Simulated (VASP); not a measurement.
A run of VASP 6.6.1:

The input INCAR:

```
SYSTEM = Lu2Sc3N
PREC = Accurate ; ENCUT = 600
EDIFF = 1E-6 ; ISMEAR = 0
SIGMA = 0.1 ; LREAL = .FALSE.
LASPH = .TRUE. ; NELM = 80
ALGO = Normal ; ISIF = 3
LWAVE = .FALSE. ; LCHARG = .FALSE.
GGA = PE ; IBRION = 2
NSW = 90 ; EDIFFG = -0.04
```

File KPOINTS:

```
regular mesh
0
G
  6 6 4
  0 0 0
```

Contents of POSCAR:

```
Lu2Sc3N
1.0
    5.5578677400      0.0000000000      0.0000000000
   -2.7789338700      4.8132546500      0.0000000000
    0.0000000000      0.0000000000      4.3120273500
Lu Sc N
2 3 1
Direct
    0.3333333300      0.6666666700      0.0000000000
    0.6666666700      0.3333333300      0.0000000000
    0.5000000000      0.0000000000      0.5000000000
    0.5000000000      0.5000000000      0.5000000000
    0.0000000000      0.5000000000      0.5000000000
    0.0000000000      0.0000000000      0.0000000000
```

Potentials or basis: VASP PAW PBE potentials, release 64 (Lu, Sc_sv, N).

Command:

```bash
$ cat potpaw_PBE.64/Lu/POTCAR potpaw_PBE.64/Sc_sv/POTCAR potpaw_PBE.64/N/POTCAR > POTCAR
$ mpirun -np 1 vasp_std > vasp.out
```

Hardware: 1 thread of AMD EPYC 9R45 96-Core Processor (Zen 5), on a shared host.

Question: How long does it take, and how much memory?

Answer: Wall time 16 min on 1 thread of AMD EPYC 9R45 96-Core Processor (Zen 5) (shared host), peak memory 0.36 GiB. Counts: scf iterations 116, k points 21, ion steps 8.
